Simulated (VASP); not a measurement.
Wanted: the native input for a VASP 6.6.1 run.

```yaml
Task: electric field gradients
Functional: PBEsol
Potentials_or_basis: VASP PAW PBE potentials, release 64 (Rb_sv, Br)
Cutoff: 520 eV
k_mesh: 7 × 7 × 7
Occupations: fermi-dirac, width 0.03 eV
Spin: no spin polarisation
Dipole_correction: no
Further_INCAR_settings: ALGO = Normal; EDIFF = 1e-08; NBANDS = 15
```

The structure of RbBr lies in POSCAR:

```
RbBr
1.0
    0.0000000000      3.4044959512      3.4044959512
    3.4044959512      0.0000000000      3.4044959512
    3.4044959512      3.4044959512      0.0000000000
Rb Br
1 1
Direct
    0.0000000000      0.0000000000      0.0000000000
    0.5000000000      0.5000000000      0.5000000000
```

One way to write it, as run:

INCAR

```
SYSTEM = RbBr
PREC = Accurate
ENCUT = 520
EDIFF = 1E-8
ISMEAR = -1
SIGMA = 0.03
LREAL = .False.
LASPH = .True.
NELM = 60
ALGO = Normal
ISIF = 2
LWAVE = .False.
LCHARG = .False.
GGA = PS
LEFG = .True.
NBANDS = 15
```

KPOINTS

```
regular mesh
0
Gamma
  7 7 7
  0 0 0
```

Potentials or basis: VASP PAW PBE potentials, release 64 (Rb_sv, Br).

Launch:

```bash
$ cat potpaw_PBE.64/Rb_sv/POTCAR potpaw_PBE.64/Br/POTCAR > POTCAR
$ mpirun -np 1 vasp_std > vasp.out
```

Results of the run:

* Pressure: 0.3 GPa
* Band gap on the k mesh: 4.26 eV
* Largest electric field gradient by atom: zero within the noise of the run

Caveat: the PAW data sets were made with another functional, which shifts forces and pressure a little.

It took 30 s on 1 thread of Intel Xeon 8259CL (shared host), peak memory 0.21 GiB.
